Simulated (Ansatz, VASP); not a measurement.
# Two plane-wave programs on MgS

```
CELL_PARAMETERS angstrom
0.00000 2.60440 2.60440
2.60440 0.00000 2.60440
2.60440 2.60440 0.00000
ATOMIC_POSITIONS crystal
Mg 0.00000 0.00000 0.00000
S 0.50000 0.50000 0.50000
```

Alike in both runs: task relaxation of cell and atoms; functional LDA; k mesh 8 × 8 × 8; occupations gaussian, width 0.02 eV; no spin polarisation.

```csv
,VASP,Ansatz
version,VASP 6.6.1,Ansatz 0.2.0
potentials or method,"VASP PAW LDA potentials, release 64 (Mg, S), cutoff 600 eV","scalar-relativistic, plane waves, PAW"
valence electrons in the cell,8,16
```

|  | VASP | Ansatz | Ansatz less VASP |
| --- | --- | --- | --- |
| gap on the k mesh at the Fermi level, each at its own relaxed structure (eV) | 2.66 | 2.65 | -0.014 |
| relaxed volume (Å³/atom) | 16.76 | 16.87 | +0.118 |
| relaxed cell length with the largest relative difference (Å) | 3.619 | 3.627 | +0.0085 |

Ansatz warns that its potentials were made for another functional, while VASP's fit it. LDA's correlation is that of Perdew and Zunger in VASP and of Perdew and Wang (1992) in Ansatz. VASP's potentials hold 8 valence electrons a cell and Ansatz's 16, so a difference there can come from the potentials and not from the codes.
